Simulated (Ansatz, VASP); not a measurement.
# MgS in VASP and in Ansatz

```
Mg S
1.0
     0.00000    2.87562    2.83312
     2.87562    0.00000    2.83312
     2.87562    2.87562    0.00000
Mg S
1 1
Direct
  0.00000 0.00000 0.00000
  0.75000 0.75000 0.75000
```

Change from the starting cell: strain +0.015 along x and y, +0.000 along z, atoms carried along.

Alike in both runs: task single point; functional LDA; k mesh 8 × 8 × 8; occupations gaussian, width 0.05 eV; no spin polarisation.

```csv
,VASP,Ansatz
version,VASP 6.6.1,Ansatz 0.2.0
potentials or method,"VASP PAW LDA potentials, release 64 (Mg, S), cutoff 520 eV","scalar-relativistic, plane waves, PAW"
valence electrons in the cell,8,16
```

|  | VASP | Ansatz | Ansatz less VASP |
| --- | --- | --- | --- |
| gap on the k mesh at the Fermi level (eV) | 3.01 | 3.00 | -0.010 |
| least direct gap on the mesh (eV) | 3.01 | 3.00 | -0.010 |
| pressure (GPa) | -4.0 | -3.7 | +0.33 |
| traceless stress, the component that is largest in VASP (GPa) | 0.23 | 0.23 | +0.004 |

LDA's correlation is that of Perdew and Zunger in VASP and of Perdew and Wang (1992) in Ansatz. VASP's potentials hold 8 valence electrons a cell and Ansatz's 16, so a difference there can come from the potentials and not from the codes.
